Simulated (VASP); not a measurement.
# I (Fm-3m) in VASP: a series of runs

The runs below take I through single point, with LDA.

Everything below comes from runs of VASP 6.6.1. Logs are shortened: lines on timing, memory, paths and dates and some standing lists are left out, and cuts for length are marked.

## 1. The cell of the first run

It takes space group Fm-3m (No. 225, cubic). The conventional cell has a = 3.672 Å, b = 3.672 Å, c = 3.672 Å, α = 90.00°, β = 90.00°, γ = 90.00°. Within 3.4 Å of I (site symmetry m-3m) lie 12 I at 2.60 Å.

## 2. Single point, LDA (volume scaled by 0.4)

File INCAR:

```
SYSTEM = I
PREC = Accurate
ENCUT = 520
EDIFF = 1E-6
ISMEAR = -1
SIGMA = 0.05
LREAL = .False.
LASPH = .True.
NELM = 60
ALGO = Normal
ISIF = 2
LWAVE = .False.
LCHARG = .False.
GGA = CA
NBANDS = 10
```

File KPOINTS:

```
Automatic mesh
0
Gamma
  14 14 14
  0 0 0
```

File POSCAR:

```
I
1.0
    0.0000000000      1.8359526278      1.8359526278
    1.8359526278      0.0000000000      1.8359526278
    1.8359526278      1.8359526278      0.0000000000
I
1
Direct
    0.0000000000      0.0000000000      0.0000000000
```

Potentials or basis: VASP PAW LDA potentials, release 64 (I).

The run is started by

```bash
> cat potpaw_LDA.64/I/POTCAR > POTCAR
> mpirun -np 1 vasp_std > vasp.out
```

OUTCAR:

```text
SYSTEM = I
   PREC = Accurate
   ENCUT = 520
   EDIFF = 1E-6
   ISMEAR = -1
   LREAL = .False.
   LASPH = .True.
   NELM = 60
   ISIF = 2
   GGA = CA

 ion  position               nearest neighbor table
   1  0.000  0.000  0.000-

  LATTYP: Found a face centered cubic cell.
 ALAT       =     3.6719052556

  Lattice vectors:

 A1 = (   0.0000000000,   1.8359526278,   1.8359526278)
 A2 = (   1.8359526278,   0.0000000000,   1.8359526278)
 A3 = (   1.8359526278,   1.8359526278,   0.0000000000)

Analysis of symmetry for initial positions (statically):
=====================================================================
 Subroutine PRICEL returns:
 Original cell was already a primitive cell.

 Routine SETGRP: Setting up the symmetry group for a
 face centered cubic supercell.

 Subroutine GETGRP returns: Found 48 space group operations
 (whereof 48 operations were pure point group operations)
 out of a pool of 48 trial point group operations.

The static configuration has the point symmetry O_h .

Analysis of symmetry for dynamics (positions and initial velocities):
=====================================================================
 Subroutine PRICEL returns:
 Original cell was already a primitive cell.

 Routine SETGRP: Setting up the symmetry group for a
 face centered cubic supercell.

 Subroutine GETGRP returns: Found 48 space group operations
 (whereof 48 operations were pure point group operations)
 out of a pool of 48 trial point group operations.

The dynamic configuration has the point symmetry O_h .

 Subroutine INISYM returns: Found 48 space group operations
 (whereof 48 operations are pure point group operations),
 and found     1 'primitive' translations

----------------------------------------------------------------------------------------

                                     Primitive cell

  volume of cell :      12.3770

  direct lattice vectors                    reciprocal lattice vectors
     0.000000000  1.835952628  1.835952628    -0.272338182  0.272338182  0.272338182
     1.835952628  0.000000000  1.835952628     0.272338182 -0.272338182  0.272338182
     1.835952628  1.835952628  0.000000000     0.272338182  0.272338182 -0.272338182

  length of vectors
     2.596429106  2.596429106  2.596429106     0.471703567  0.471703567  0.471703567

[... 74 lines left out ...]
   LSORBIT =      F    spin-orbit coupling
   LASPH  =      T    aspherical Exc in radial PAW
   ENCUT  =  520.0 eV  38.22 Ry    6.18 a.u.   4.83  4.83  4.83*2*pi/ulx,y,z
   NELM   =     60;   NELMIN=  2; NELMDL= -5     # of ELM steps
   EDIFF  = 0.1E-05   stopping-criterion for ELM
   LREAL  =      F    real-space projection
   EDIFFG = 0.1E-04   stopping-criterion for IOM
   NSW    =      0    number of steps for IOM
   IBRION =     -1    ionic relax: 0-MD 1-quasi-New 2-CG
   NFREE  =      0    steps in history (QN), initial steepest desc. (CG)
   ISIF   =      2    stress and relaxation
   ISYM   =      2    0-nonsym 1-usesym 2-fastsym
   POTIM  = 0.5000    time-step for ionic-motion
   TEBEG  =    0.0;   TEEND  =   0.0 temperature during run
   PSTRESS=    0.0 pullay stress
   NELECT =       7.0000    total number of electrons
   NUPDOWN=      -1.0000    fix difference up-down
   EMIN   =  10.00;   EMAX   =-10.00  energy-range for DOS
   EFERMI =   0.00;   METHOD = LEGACY
   ISMEAR =    -1;   SIGMA  =   0.05  broadening in eV -4-tet -1-fermi 0-gaus
   EFERMI_NEDOS =   21; number of points for ismear=-14 and -15
   IALGO  =     38    algorithm
   IMIX   =      4    mixing-type and parameters
     AMIX     =   0.40;   BMIX     =  1.00
     AMIX_MAG =   1.60;   BMIX_MAG =  1.00
  volume/ion in A,a.u.               =      12.38        83.52
  Fermi-wavevector in a.u.,A,eV,Ry     =   1.353846  2.558399 24.938117  1.832900
  Thomas-Fermi vector in A             =   2.481068
   LORBIT       =      0    0 simple, 1 ext, 2 COOP (PROOUT), +10 PAW based schemes
   GGA     = CA    functional components
   LHFCALC =     F    Hartree Fock is set to
   AEXX    =    0.0000 exact exchange contribution
   IVDW    =     0    specifies the selected vdW correction
   LEPSILON=     F    determine dielectric tensor
   LRPA    =     F    only Hartree local field effects (RPA)
 non-spin polarized calculation
  energy-cutoff  :      520.00
  volume of cell :       12.38
 maximum number of plane-waves:       342
   NGX =  9   NGY =  9   NGZ =  9

 number of electron       7.0000000 magnetization

 Free energy of the ion-electron system (eV)
  ---------------------------------------------------
  ext. energy  EPLUGINS =         0.00000000
  ---------------------------------------------------
  free energy    TOTEN  =         6.06247398 eV

  energy without entropy =        6.06606370  energy(sigma->0) =        6.06426884

 E-fermi :  25.9649     XC(G=0): -14.3332

 val. band max:       25.9539291572   @ k =  -0.3571   0.2143   0.0000
 cond. band min:      26.0133235497   @ k =  -0.3571   0.0714   0.0000
 fundamental gap:      0.0593943925
 Fermi energy:        25.9648911895

 k-point     1 :       0.0000    0.0000    0.0000
  band No.  band energies     occupation
      1      -0.8256      2.00000
      2      31.8546      0.00000
      3      31.8546      0.00000
      4      31.8546      0.00000
      5      32.0347      0.00000
      6      35.6743      0.00000
      7      35.6743      0.00000
      8      35.6743      0.00000
      9      41.9207      0.00000
     10      41.9207      0.00000
[... 287 lines left out ...]
 k-point    24 :       0.2857    0.1429    0.0000
  band No.  band energies     occupation
      1       1.9043      2.00000
      2      20.9139      2.00000
      3      25.9362      1.27922
      4      27.8016      0.00000
      5      30.0293      0.00000
      6      33.7130      0.00000
      7      39.4359      0.00000
      8      40.2184      0.00000
      9      41.5950      0.00000
     10      43.8609      0.00000

 [... further k-points ...]
[... 5 lines left out ...]
  --------------------------------------------------------------------------------------
  -------------------------------------------------------------------------------------
  Total       24.3640575     24.3640575     24.3640575      0.0000000     -0.0000000      0.0000000
  in kB     3153.8845261   3153.8845261   3153.8845261      0.0000000     -0.0000000      0.0000000
  external PRESSURE =    3153.8845261 kB  Pullay stress =       0.0000000 kB

 VOLUME and BASIS-vectors are now :
 -----------------------------------------------------------------------------
  energy-cutoff  :      520.00
  volume of cell :       12.38
      direct lattice vectors                 reciprocal lattice vectors
     0.000000000  1.835952628  1.835952628    -0.272338182  0.272338182  0.272338182
     1.835952628  0.000000000  1.835952628     0.272338182 -0.272338182  0.272338182
     1.835952628  1.835952628  0.000000000     0.272338182  0.272338182 -0.272338182

 POSITION                                       TOTAL-FORCE (eV/Angst)
 -----------------------------------------------------------------------------------
      0.00000      0.00000      0.00000         0.000000     -0.000000     -0.000000
 -----------------------------------------------------------------------------------
    total drift:                                0.000000      0.000000     -0.000000

  FREE ENERGIE OF THE ION-ELECTRON SYSTEM (eV)
  ---------------------------------------------------
  free  energy   TOTEN  =         6.0624739772 eV

  energy  without entropy=        6.0660636993  energy(sigma->0) =        6.06426884
```

OSZICAR:

```text
N       E                     dE             d eps       ncg     rms          rms(c)
DAV:   1     0.254683264823E+02    0.25468E+02   -0.31767E+03  2088   0.557E+02
DAV:   2     0.636605054485E+01   -0.19102E+02   -0.18514E+02  2788   0.102E+02
DAV:   3     0.593755314147E+01   -0.42850E+00   -0.42617E+00  2796   0.133E+01
DAV:   4     0.593611657743E+01   -0.14366E-02   -0.14364E-02  2836   0.834E-01
DAV:   5     0.593611175899E+01   -0.48184E-05   -0.48187E-05  2726   0.368E-02    0.315E+01
DAV:   6     0.602032318578E+01    0.84211E-01   -0.12427E-02  2764   0.653E-01    0.192E+01
DAV:   7     0.606204942962E+01    0.41726E-01   -0.22394E-02  2794   0.890E-01    0.262E-01
DAV:   8     0.606245776890E+01    0.40834E-03   -0.80268E-04  2444   0.176E-01    0.418E-02
DAV:   9     0.606247442994E+01    0.16661E-04   -0.40158E-05  2976   0.348E-02    0.574E-02
DAV:  10     0.606247397724E+01   -0.45270E-06   -0.50934E-07  2410   0.556E-03
   1 F= 0.60624740E+01 E0= 0.60642688E+01  d E =-.358972E-02
```

stdout:

```text
POSCAR found type information on POSCAR I
 POSCAR found :  1 types and       1 ions
 scaLAPACK will be used
 LDA part: xc-table for (Slater(with rela. corr.)+CA(PZ))
 , standard interpolation
 POSCAR, INCAR and KPOINTS ok, starting setup
 FFT: planning ... GRIDC
 FFT: planning ... GRID_SOFT
 FFT: planning ... GRID
 WAVECAR not read
 entering main loop
```

Wall time 4.2 s (1 thread of Intel Xeon 6975P-C (Granite Rapids), shared host); peak memory 0.12 GiB.

Results:

```yaml
Free_energy: 6.0625 eV
Pressure: 315.4 GPa
```

Levels at points of the mesh, in eV from the Fermi level:
```
           k point  band 1  band 2  band 3  band 4  band 5  band 6  band 7  band 8  band 9
(0.00, 0.00, 0.00)  -26.79    5.89    5.89    5.89    6.07    9.71    9.71    9.71   15.96
(0.50, 0.00, 0.00)  -18.41  -16.64    2.05    2.05    5.73    8.07    8.07   10.13   21.48
(0.50, 0.50, 0.00)  -14.95  -14.43   -4.98   -4.98    0.31    1.58   20.11   25.84   26.02
```

Caveat: spin-orbit coupling is left out, which moves the levels of the heavy elements; an odd number of electrons without spin polarisation forces a metal; a magnetic or distorted state may lie lower.

## 3. Single point, LDA (volume scaled by 0.5)

File INCAR:

```
SYSTEM = I
ALGO = Normal ; EDIFF = 1E-6
ENCUT = 520 ; ISIF = 2
ISMEAR = -1 ; LASPH = .True.
LCHARG = .False. ; LREAL = .False.
LWAVE = .False. ; NBANDS = 10
NELM = 100 ; PREC = Accurate
SIGMA = 0.05
```

File KPOINTS:

```
k-points
0
Gamma
  14 14 14
  0 0 0
```

File POSCAR:

```
I
1.0
    0.0000000000      1.9777200153      1.9777200153
    1.9777200153      0.0000000000      1.9777200153
    1.9777200153      1.9777200153      0.0000000000
I
1
Direct
    0.0000000000      0.0000000000      0.0000000000
```

Potentials or basis: VASP PAW LDA potentials, release 64 (I).

The run is started by

```bash
> cat potpaw_LDA.64/I/POTCAR > POTCAR
> mpirun -np 1 vasp_std > vasp.out
```

Run time: 4.5 s. Hardware: 1 thread of Intel Xeon 6975P-C (Granite Rapids), shared host; peak memory 0.13 GiB.

The run converged. Its results:

| Quantity | Value |
| --- | --- |
| Free energy | 1.8816 eV |
| Pressure | 143.3 GPa |

Levels at points of the mesh, in eV from the Fermi level:
| k point | band 1 | band 2 | band 3 | band 4 | band 5 | band 6 | band 7 | band 8 | band 9 |
| --- | --- | --- | --- | --- | --- | --- | --- | --- | --- |
| (0.00, 0.00, 0.00) | -22.72 | 4.32 | 4.32 | 4.32 | 8.08 | 9.47 | 9.47 | 9.47 | 15.49 |
| (0.50, 0.00, 0.00) | -16.45 | -13.24 | 1.42 | 1.42 | 7.63 | 8.16 | 8.16 | 8.43 | 20.11 |
| (0.50, 0.50, 0.00) | -13.55 | -11.92 | -3.87 | -3.87 | 1.50 | 1.76 | 20.10 | 23.45 | 24.16 |

Caveat: spin-orbit coupling is left out, which moves the levels of the heavy elements; an odd number of electrons without spin polarisation forces a metal; a magnetic or distorted state may lie lower.
